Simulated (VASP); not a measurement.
**NaI: single point with r2SCAN**

NaI:

```
CELL_PARAMETERS angstrom
0.00000 3.22972 3.22972
3.27946 0.00000 3.22972
3.27946 3.22972 0.00000
ATOMIC_POSITIONS crystal
Na 0.00000 0.00000 0.00000
I 0.50000 0.50000 0.50000
```

This cell differs from its parent crystal: uniaxial x strain +1.5%.

| Quantity | Value |
| --- | --- |
| Program | VASP 6.6.1 |
| Task | single point |
| Functional | r2SCAN |
| Potentials or basis | VASP PAW PBE potentials, release 64 (Na_pv, I) |
| Cutoff | 520 eV |
| k mesh | 8 × 8 × 8 |
| Occupations | gaussian, width 0.01 eV |
| Spin | no spin polarisation |
| Dipole correction | no |
| Further INCAR settings | ALGO = Normal; EDIFF = 1e-07; NBANDS = 14 |

```yaml
Pressure: -0.3 GPa
Band_gap_on_the_k_mesh: 4.40 eV
```

Stress tensor (GPa, compression positive):
```
-0.58  0.00  0.00
 0.00 -0.19  0.00
 0.00  0.00 -0.19
```

Levels at points of the mesh, in eV from the valence-band top:
```csv
k point,band 5,band 6,band 7,band 8,band 9,band 10
"(0.00, 0.00, 0.00)",-0.02,-0.02,0.00,4.40,8.40,8.50
"(0.50, 0.00, 0.00)",-2.16,-0.32,-0.29,5.68,7.99,8.11
"(0.50, 0.50, 0.00)",-1.91,-0.80,-0.74,5.20,6.01,10.69
"(0.00, 0.50, 0.50)",-1.92,-0.73,-0.73,5.23,6.05,10.58
```

Run time: 110 s on 1 thread of Intel(R) Xeon(R) 6975P-C (Granite Rapids), with other jobs on the host, peak memory 0.24 GiB.

Caveat: the cell differs from its parent crystal (uniaxial x strain +1.5%); the PAW data sets were made with another functional, which shifts forces and pressure a little; spin-orbit coupling is left out, which moves the levels of the heavy elements. A k mesh can miss the band edges.
